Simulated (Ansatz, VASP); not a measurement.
# Two plane-wave programs on NiIr3

INCAR

```
SYSTEM = NiIr3
PREC = Accurate ; ENCUT = 520
EDIFF = 1E-6 ; ISMEAR = 0
SIGMA = 0.05 ; LREAL = .FALSE.
LASPH = .TRUE. ; NELM = 100
ALGO = Normal ; ISIF = 2
LWAVE = .FALSE. ; LCHARG = .FALSE.
NBANDS = 26
```

Contents of KPOINTS:

```
Automatic mesh
0
G
  14 14 14
  0 0 0
```

The input POSCAR:

```
NiIr3
1.0
   -1.8809501500      1.8809501500      3.8013830300
    1.8809501500     -1.8809501500      3.8013830300
    1.8809501500      1.8809501500     -3.8013830300
Ni Ir
1 3
Direct
    0.0000000000      0.0000000000      0.0000000000
    0.7500000000      0.2500000000      0.5000000000
    0.2500000000      0.7500000000      0.5000000000
    0.5000000000      0.5000000000      0.0000000000
```

Input for Ansatz:

```yaml
crystal:
  lattice:
    - [-1.88095015, 1.88095015, 3.80138303]
    - [1.88095015, -1.88095015, 3.80138303]
    - [1.88095015, 1.88095015, -3.80138303]
  atoms:
    - { symbol: Ni, position: [0.0, 0.0, 0.0] }
    - { symbol: Ir, position: [0.75, 0.25, 0.5] }
    - { symbol: Ir, position: [0.25, 0.75, 0.5] }
    - { symbol: Ir, position: [0.5, 0.5, 0.0] }
basis:
  ecutwfc: 420
kpoints:
  mp_grid: { grid: [14, 14, 14] }
hamiltonian:
  xc: lda
  pseudopotentials: { kind: paw }
scf:
  occupations: { method: gaussian, width: 0.05 }
output:
  forces: true
  eigenvalues: true
  eigenstates:
    nscf_kmesh: { grid: [24, 24, 24] }
    top_band: c6
    de_dk: true
    localisation: true
  stress: true
checkpoint:
  write: ck
  compress: false
  write_wavefunctions: false
  write_every: 100000
```

Alike in both runs: task single point; functional LDA; k mesh 14 × 14 × 14; occupations gaussian, width 0.05 eV; no spin polarisation.

|  | VASP | Ansatz |
| --- | --- | --- |
| version | VASP 6.6.1 | Ansatz 0.2.0 |
| potentials or method | VASP PAW LDA potentials, release 64 (Ni, Ir), cutoff 520 eV | scalar-relativistic, plane waves, PAW |
| valence electrons in the cell | 37 | 69 |

Ansatz gave:

| Item | Value |
| --- | --- |
| pressure (GPa) | -11.7 |
| traceless stress, the component that is largest in VASP (GPa) | -0.25 |

**Question.** Estimate VASP's values.

**Answer.** Pressure (GPa): -10.0; traceless stress, the component that is largest in VASP (GPa): -0.27.

LDA's correlation is that of Perdew and Zunger in VASP and of Perdew and Wang (1992) in Ansatz. VASP's potentials hold 37 valence electrons a cell and Ansatz's 69, so a difference there can come from the potentials and not from the codes.

Spin-orbit coupling is off throughout.
